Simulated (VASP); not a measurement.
Runs of VASP 6.6.1 on Na. The structure is that of space group Im-3m (No. 229), or close to it. The cells are those of the table. 

| task | cell | k mesh | cutoff (eV) | gap on the mesh (eV) | pressure (GPa) | relaxed volume (Å³/atom) |
| --- | --- | --- | --- | --- | --- | --- |
| relaxation of cell and atoms | relaxed from a = 3.107 Å, angles 109.5°, 1 atom | 8 × 8 × 8 | 600 | none | -0.1 | (a) |
| single point | a = 3.648 Å, angles 109.5°, 1 atom | 14 × 14 × 14 | 520 | none | 0.2 | - |
| relaxation of cell and atoms | relaxed from a = 3.648 Å, angles 109.5°, 1 atom | 14 × 14 × 14 | 600 | none | 0.0 | 37.68 |
| single point | a = 3.107 Å, angles 109.5°, 1 atom | 8 × 8 × 8 | 520 | none | 9.5 | - |
| single point | a = 3.648 Å, angles 109.5°, 1 atom | 8 × 8 × 8 | 520 | none | 0.2 | - |

Alike in all rows: level r2SCAN; potentials or basis VASP PAW PBE potentials, release 64 (Na_pv); no spin polarisation; smearing gaussian 0.1 eV.

Q: Fill in the values left out.

A: (a) 38.04.

Caveats: the PAW data sets were made with another functional, which shifts forces and pressure a little; the volume moved by over 15 % at a fixed basis, so the end points are rough (at least some runs); the cell stands under pressure (at least some runs).

A gap of «none» marks levels without a gap at the run's occupations.
